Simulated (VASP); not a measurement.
# Cu (Fm-3m) in VASP: relaxation of cell and atoms with LDA

Aim: the relaxation of cell and atoms of Cu with LDA.

Everything below comes from runs of VASP 6.6.1. Logs are shortened: lines on timing, memory, paths and dates and some standing lists are left out, and cuts for length are marked.

### Step 1. The cell of the first run

Symmetry: Fm-3m, No. 225, cubic system. The conventional cell has a = 3.600 Å, b = 3.600 Å, c = 3.600 Å, α = 90.00°, β = 90.00°, γ = 90.00°. Within 3.4 Å of Cu (site symmetry m-3m) lie 12 Cu at 2.55 Å.

### Step 2. Relaxation of cell and atoms, LDA

The input, INCAR:

```
SYSTEM = Cu
PREC = Accurate
ENCUT = 600
EDIFF = 1E-6
ISMEAR = 1
SIGMA = 0.1
LREAL = .False.
LASPH = .True.
NELM = 60
ALGO = Fast
ISIF = 3
LWAVE = .False.
LCHARG = .False.
IBRION = 2
NSW = 80
EDIFFG = -0.005
```

The input, KPOINTS:

```
Automatic mesh
0
Gamma
  16 16 12
  0 0 0
```

The input, POSCAR:

```
Cu
1.0
    2.5455844123      0.0000000000      0.0000000000
    0.0000000000      2.5455844123      0.0000000000
    0.0000000000      0.0000000000      3.6000000000
Cu
2
Direct
    0.0000000000      0.0000000000      0.0000000000
    0.5000000000      0.5000000000      0.5000000000
```

Potentials or basis: VASP PAW LDA potentials, release 64 (Cu).

The run is started by

```bash
$ cat potpaw_LDA.64/Cu/POTCAR > POTCAR
$ mpirun -np 1 vasp_std > vasp.out
```

OUTCAR:

```text
SYSTEM = Cu
   PREC = Accurate
   ENCUT = 600
   EDIFF = 1E-6
   ISMEAR = 1
   LREAL = .False.
   LASPH = .True.
   NELM = 60
   ISIF = 3
   IBRION = 2
   NSW = 80
   EDIFFG = -0.005

 ion  position               nearest neighbor table
   1  0.000  0.000  0.000-   2 2.55   2 2.55   2 2.55   2 2.55   2 2.55   2 2.55   2 2.55   2 2.55

   2  0.500  0.500  0.500-   1 2.55   1 2.55   1 2.55   1 2.55   1 2.55   1 2.55   1 2.55   1 2.55

  LATTYP: Found a simple tetragonal cell.
 ALAT       =     2.5455844123
 C/A-ratio  =     1.4142135624

  Lattice vectors:

 A1 = (   2.5455844123,   0.0000000000,   0.0000000000)
 A2 = (   0.0000000000,   2.5455844123,   0.0000000000)
 A3 = (   0.0000000000,   0.0000000000,   3.6000000000)

Analysis of symmetry for initial positions (statically):
=====================================================================
 Subroutine PRICEL returns following result:

  LATTYP: Found a face centered cubic cell.
 ALAT       =     3.6000000000

  Lattice vectors:

 A1 = (  -1.2727922062,  -1.2727922062,  -1.8000000000)
 A2 = (   1.2727922062,  -1.2727922062,  -1.8000000000)
 A3 = (   0.0000000000,  -2.5455844123,   0.0000000000)

   2 primitive cells build up your supercell.

 Routine SETGRP: Setting up the symmetry group for a
 simple tetragonal supercell.

 Subroutine GETGRP returns: Found 16 space group operations
 (whereof 16 operations were pure point group operations)
 out of a pool of 16 trial point group operations.

The static configuration has the point symmetry D_4h.

Analysis of symmetry for dynamics (positions and initial velocities):
=====================================================================
 Subroutine PRICEL returns following result:

  LATTYP: Found a face centered cubic cell.
 ALAT       =     3.6000000000

  Lattice vectors:

 A1 = (  -1.2727922062,  -1.2727922062,  -1.8000000000)
 A2 = (   1.2727922062,  -1.2727922062,  -1.8000000000)
 A3 = (   0.0000000000,  -2.5455844123,   0.0000000000)

   2 primitive cells build up your supercell.

 Routine SETGRP: Setting up the symmetry group for a
 simple tetragonal supercell.

 Subroutine GETGRP returns: Found 16 space group operations
 (whereof 16 operations were pure point group operations)
 out of a pool of 16 trial point group operations.

The dynamic configuration has the point symmetry D_4h.

 Subroutine INISYM returns: Found 16 space group operations
 (whereof 16 operations are pure point group operations),
 and found     2 'primitive' translations

----------------------------------------------------------------------------------------

                                     Primitive cell

  volume of cell :      11.6640

  direct lattice vectors                    reciprocal lattice vectors
    -1.272792206 -1.272792206 -1.800000000    -0.392837101  0.000000000 -0.277777778
     1.272792206 -1.272792206 -1.800000000     0.392837101  0.000000000 -0.277777778
     0.000000000 -2.545584412  0.000000000     0.000000000 -0.392837101  0.277777778

  length of vectors
     2.545584412  2.545584412  2.545584412     0.481125224  0.481125224  0.481125224

  position of ions in fractional coordinates (direct lattice)
     0.000000000  0.000000000  0.000000000

  ion indices of the primitive-cell ions
   primitive index   ion index
                 1           1

----------------------------------------------------------------------------------------

 KPOINTS: Automatic mesh

Automatic generation of k-mesh.
 Grid dimensions read from file:
 generate k-points for:   16   16   12

 Generating k-lattice:

  Cartesian coordinates                     Fractional coordinates (reciprocal lattice)
     0.024552319  0.000000000  0.000000000     0.062500000  0.000000000  0.000000000
     0.000000000  0.024552319  0.000000000     0.000000000  0.062500000  0.000000000
     0.000000000  0.000000000  0.023148148     0.000000000  0.000000000  0.083333333

  Length of vectors
     0.024552319  0.024552319  0.023148148

  Shift w.r.t. Gamma in fractional coordinates (k-lattice)
     0.000000000  0.000000000  0.000000000

 Subroutine IBZKPT returns following result:
 ===========================================

 Found    315 irreducible k-points:

 Following reciprocal coordinates:
            Coordinates               Weight
  0.000000  0.000000  0.000000      1.000000
  0.062500  0.000000  0.000000      4.000000
  0.125000  0.000000  0.000000      4.000000
  0.187500  0.000000  0.000000      4.000000
  0.250000  0.000000  0.000000      4.000000
  0.312500  0.000000  0.000000      4.000000
[... 16 lines left out ...]
  0.437500  0.125000  0.000000      8.000000
  0.500000  0.125000  0.000000      4.000000
 [... further k-points ...]
   k-points           NKPTS =    315   k-points in BZ     NKDIM =    315   number of bands    NBANDS=     15
   number of dos      NEDOS =    301   number of ions     NIONS =      2
   total plane-waves  NPLWV =  12000
   dimension x,y,z NGX =    20 NGY =   20 NGZ =   30
   dimension x,y,z NGXF=    40 NGYF=   40 NGZF=   60
   ions per type =               2
   NGX,Y,Z   is equivalent  to a cutoff of  13.06, 13.06, 13.85 a.u.
   NGXF,Y,Z  is equivalent  to a cutoff of  26.12, 26.12, 27.71 a.u.
 SYSTEM =  Cu
   PREC   = accura    normal or accurate (medium, high low for compatibility)
   ISTART =      0    job   : 0-new  1-cont  2-samecut
   ICHARG =      2    charge: 1-file 2-atom 10-const
   ISPIN  =      1    spin polarized calculation?
   LNONCOLLINEAR =      F non collinear calculations
   LSORBIT =      F    spin-orbit coupling
   LASPH  =      T    aspherical Exc in radial PAW
   ENCUT  =  600.0 eV  44.10 Ry    6.64 a.u.   5.08  5.08  7.19*2*pi/ulx,y,z
   NELM   =     60;   NELMIN=  2; NELMDL= -5     # of ELM steps
   EDIFF  = 0.1E-05   stopping-criterion for ELM
   LREAL  =      F    real-space projection
   EDIFFG = -.5E-02   stopping-criterion for IOM
   NSW    =     80    number of steps for IOM
   IBRION =      2    ionic relax: 0-MD 1-quasi-New 2-CG
   NFREE  =      1    steps in history (QN), initial steepest desc. (CG)
   ISIF   =      3    stress and relaxation
   ISYM   =      2    0-nonsym 1-usesym 2-fastsym
   POTIM  = 0.5000    time-step for ionic-motion
   TEBEG  =    0.0;   TEEND  =   0.0 temperature during run
   PSTRESS=    0.0 pullay stress
   NELECT =      22.0000    total number of electrons
   NUPDOWN=      -1.0000    fix difference up-down
   EMIN   =  10.00;   EMAX   =-10.00  energy-range for DOS
   EFERMI =   0.00;   METHOD = LEGACY
   ISMEAR =     1;   SIGMA  =   0.10  broadening in eV -4-tet -1-fermi 0-gaus
   EFERMI_NEDOS =   21; number of points for ismear=-14 and -15
   IALGO  =     68    algorithm
   IMIX   =      4    mixing-type and parameters
     AMIX     =   0.40;   BMIX     =  1.00
     AMIX_MAG =   1.60;   BMIX_MAG =  1.00
  volume/ion in A,a.u.               =      11.66        78.71
  Fermi-wavevector in a.u.,A,eV,Ry     =   1.605425  3.033812 35.067491  2.577388
  Thomas-Fermi vector in A             =   2.701773
   LORBIT       =      0    0 simple, 1 ext, 2 COOP (PROOUT), +10 PAW based schemes
   GGA     = CA    functional components
   LHFCALC =     F    Hartree Fock is set to
   AEXX    =    0.0000 exact exchange contribution
   IVDW    =     0    specifies the selected vdW correction
   LEPSILON=     F    determine dielectric tensor
   LRPA    =     F    only Hartree local field effects (RPA)
 conjugate gradient relaxation of ions
 non-spin polarized calculation
 RMM-DIIS sequential band-by-band and
 Methfessel and Paxton  Order N= 1 SIGMA  =   0.10
  energy-cutoff  :      600.00
  volume of cell :       23.33
 maximum number of plane-waves:       798
   NGX = 11   NGY = 11   NGZ = 15

--------------------------------------- Ionic step        1  -------------------------------------------

 number of electron      21.9999954 magnetization

 Free energy of the ion-electron system (eV)
  ---------------------------------------------------
  ext. energy  EPLUGINS =         0.00000000
  ---------------------------------------------------
  free energy    TOTEN  =        -9.36822575 eV

  energy without entropy =       -9.36831311  energy(sigma->0) =       -9.36825487

------------------------ aborting loop because EDIFF is reached ----------------------------------------

  FORCE on cell =-STRESS in cart. coord.  units (eV):
  Direction    XX          YY          ZZ          XY          YZ          ZX
  --------------------------------------------------------------------------------------
  -------------------------------------------------------------------------------------
  Total       -1.3989093     -1.3989093     -1.4560618     -0.0000000      0.0000000      0.0000000
  in kB      -96.0777065    -96.0777065   -100.0029636     -0.0000000      0.0000000      0.0000000
  external PRESSURE =     -97.3861255 kB  Pullay stress =       0.0000000 kB
[... 89 lines left out ...]
  FREE ENERGIE OF THE ION-ELECTRON SYSTEM (eV)
  ---------------------------------------------------
  free  energy   TOTEN  =        -9.4172579302 eV

  energy  without entropy=       -9.4174286067  energy(sigma->0) =       -9.41731482

[... ionic steps 4 to 36 ...]

--------------------------------------- Ionic step       37  -------------------------------------------

 number of electron      22.0000032 magnetization

------------------------ aborting loop because EDIFF is reached ----------------------------------------
[... 67 lines left out ...]
--------------------------------------- Ionic step       39  -------------------------------------------

 number of electron      22.0000032 magnetization

 Free energy of the ion-electron system (eV)
  ---------------------------------------------------
  ext. energy  EPLUGINS =         0.00000000
  ---------------------------------------------------
  free energy    TOTEN  =        -9.41736312 eV

  energy without entropy =       -9.41749738  energy(sigma->0) =       -9.41740787

 E-fermi :   8.3285     XC(G=0): -13.5628

 val. band max:        8.3060516855   @ k =   0.4375   0.1250   0.5000
 cond. band min:       8.3403165482   @ k =   0.5000   0.1875   0.0000
 fundamental gap:      0.0342648627
 Fermi energy:         8.3284992242

 k-point     1 :       0.0000    0.0000    0.0000
  band No.  band energies     occupation
      1      -1.6022      2.00000
      2       2.9719      2.00000
      3       3.4557      2.00000
      4       5.0182      2.00000
      5       5.0182      2.00000
      6       5.0530      2.00000
      7       5.9556      2.00000
      8       5.9926      2.00000
      9       6.5982      2.00000
     10       6.7748      2.00000
     11       6.7748      2.00000
     12       9.8785     -0.00000
     13      16.1435      0.00000
     14      21.8635      0.00000
[... 401 lines left out ...]
      2       3.3603      2.00000
      3       4.2681      2.00000
      4       4.2681      2.00000
      5       4.6371      2.00000
      6       4.6371      2.00000
      7       5.8761      2.00000
      8       5.8761      2.00000
      9       6.1302      2.00000
     10       6.1302      2.00000
     11       8.1753      2.05241
     12       8.1753      2.05241
     13      18.9454      0.00000
     14      18.9454      0.00000
     15      20.1722      0.00000

 [... further k-points ...]

------------------------ aborting loop because EDIFF is reached ----------------------------------------

  FORCE on cell =-STRESS in cart. coord.  units (eV):
  Direction    XX          YY          ZZ          XY          YZ          ZX
  --------------------------------------------------------------------------------------
  -------------------------------------------------------------------------------------
  Total       -0.0057640     -0.0057640      0.0000948      0.0000000      0.0000000     -0.0000000
  in kB       -0.4225469     -0.4225469      0.0069475      0.0000000      0.0000000     -0.0000000
  external PRESSURE =      -0.2793821 kB  Pullay stress =       0.0000000 kB
[... 17 lines left out ...]
  FREE ENERGIE OF THE ION-ELECTRON SYSTEM (eV)
  ---------------------------------------------------
  free  energy   TOTEN  =        -9.4173631160 eV

  energy  without entropy=       -9.4174973750  energy(sigma->0) =       -9.41740787

 reached required accuracy - stopping structural energy minimisation
```

It took 20 min on 1 thread of Intel Xeon Platinum 8259CL at 2.50GHz (Skylake/Cascade Lake), shared host; peak memory 0.25 GiB.

What came out:

* Free energy: -9.4174 eV
* Relaxed volume: 10.93 Å³/atom
* Relaxed cell: a = 2.496 Å, b = 2.496 Å, c = 3.508 Å, α = 90.00°, β = 90.00°, γ = 90.00°
* Space group after relaxing (to 0.05 Å): Fm-3m (No. 225)
* Energy gained by relaxing: 24.6 meV/atom
* Ionic steps: 39
* Pressure after relaxing: 0.0 GPa
* Band gap on the k mesh: zero (band 11 reaches 14.84 eV, above the bottom of band 12 at 6.27 eV)

The path:
```tsv
step	energy change (eV)	largest force (eV/Å)	pressure (GPa)	volume (Å³)
1	0.0000	0.0000	-9.74	23.33
2	-0.0281	0.0000	9.63	21.02
3	-0.0490	0.0000	-0.10	21.85
4	-0.0490	0.0000	0.92	21.82
5	-0.0486	0.0000	-0.74	22.01
6	-0.0490	0.0000	-0.48	21.93
7	-0.0491	0.0000	0.38	21.89
8	-0.0490	0.0000	-0.25	21.91
9	-0.0490	0.0000	0.10	21.90
10	-0.0490	0.0000	-0.47	21.91
11	-0.0490	0.0000	0.60	21.82
12	-0.0491	0.0000	0.07	21.87
13	-0.0491	0.0000	-0.54	21.87
14	-0.0490	0.0000	0.56	21.80
15	-0.0491	0.0000	-0.21	21.83
16	-0.0490	0.0000	0.31	21.82
17	-0.0490	0.0000	0.00	21.83
18	-0.0490	0.0000	0.94	21.83
19	-0.0491	0.0000	-0.64	21.87
20	-0.0491	0.0000	0.07	21.85
21	-0.0491	0.0000	0.20	21.86
22	-0.0491	0.0000	-0.29	21.86
23	-0.0491	0.0000	0.35	21.86
24	-0.0491	0.0000	0.15	21.86
25	-0.0491	0.0000	-0.23	21.86
26	-0.0491	0.0000	0.09	21.85
27	-0.0491	0.0000	-0.18	21.85
28	-0.0491	0.0000	0.12	21.85
29	-0.0491	0.0000	-0.21	21.85
30	-0.0491	0.0000	0.44	21.85
31	-0.0491	0.0000	0.10	21.85
32	-0.0491	0.0000	0.12	21.85
33	-0.0491	0.0000	0.31	21.85
34	-0.0491	0.0000	0.70	21.85
35	-0.0491	0.0000	0.48	21.86
36	-0.0491	0.0000	-0.32	21.86
37	-0.0491	0.0000	0.30	21.85
38	-0.0491	0.0000	-0.16	21.86
39	-0.0491	0.0000	-0.03	21.86
```

Final structure:
```
Cu
1.0
     2.49612    0.00000    0.00000
     0.00000    2.49612    0.00000
     0.00000    0.00000    3.50775
Cu
2
Cartesian
  0.0000 0.0000 0.0000
  1.2481 1.2481 1.7539
```

Levels at points of the mesh, in eV from the Fermi level:
```csv
k point,band 8,band 9,band 10,band 11,band 12,band 13,band 14,band 15
"(0.00, 0.00, 0.00)",-2.34,-1.73,-1.55,-1.55,1.55,7.82,13.54,13.54
"(0.50, 0.00, 0.00)",-2.73,-2.37,-2.37,-0.28,-0.28,10.30,10.30,11.65
"(0.50, 0.50, 0.00)",-1.57,-1.54,-1.54,1.41,1.41,7.64,7.64,13.69
"(0.00, 0.00, 0.50)",-2.56,-2.56,-2.56,-2.06,-2.06,17.86,17.86,17.86
"(0.50, 0.00, 0.50)",-1.72,-1.71,-1.71,-1.19,-1.19,4.16,4.16,21.79
"(0.50, 0.50, 0.50)",-2.40,-1.57,-1.57,6.52,6.52,6.52,6.52,8.73
```
